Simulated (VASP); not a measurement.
Here is a VASP 6.6.1 calculation.

File INCAR:

```
ALGO     = Normal         # electronic algorithm
EDIFF    = 1E-6           # SCF threshold, eV
EDIFFG   = -0.005         # ionic threshold
ENCUT    = 520            # plane-wave cutoff, eV
GGA      = CA             # functional
IBRION   = 2              # ionic algorithm
ISIF     = 2              # what is computed and relaxed
ISMEAR   = 0              # smearing method
LASPH    = T              # aspherical terms in the spheres
LCHARG   = F              # write CHGCAR
LREAL    = F              # projectors in reciprocal space
LWAVE    = F              # write WAVECAR
NELM     = 60             # most SCF steps
NSW      = 80             # ionic steps
PREC     = Accurate       # precision mode
SIGMA    = 0.05           # smearing width, eV
```

The input KPOINTS:

```
k-points
0
Gamma
  6 6 6
```

The input POSCAR:

```
La
1.0
    4.3580400600      0.0000000000      0.0000000000
    0.0000000000      4.3580400600      0.0000000000
    0.0000000000      0.0000000000      4.3580400600
La
2
Direct
    0.0000000000      0.0000000000      0.0000000000
    0.5000000000      0.5000000000      0.5000000000
```

Potentials or basis: VASP PAW LDA potentials, release 64 (La).

Run with:

```console
$ cat potpaw_LDA.64/La/POTCAR > POTCAR
$ mpirun -np 1 vasp_std > vasp.out
```

Task: Predict the band gap on the k mesh.

Result: Zero (bands 11 and 12 overlap by 0.48 eV).

Final structure:
```
La
1.0
     4.35804    0.00000    0.00000
     0.00000    4.35804    0.00000
     0.00000    0.00000    4.35804
La
2
Direct
  0.00000 0.00000 0.00000
  0.50000 0.50000 0.50000
```

Caveat: the relaxation stopped at its first step, so nothing moved; spin-orbit coupling is left out, which moves the levels of the heavy elements.
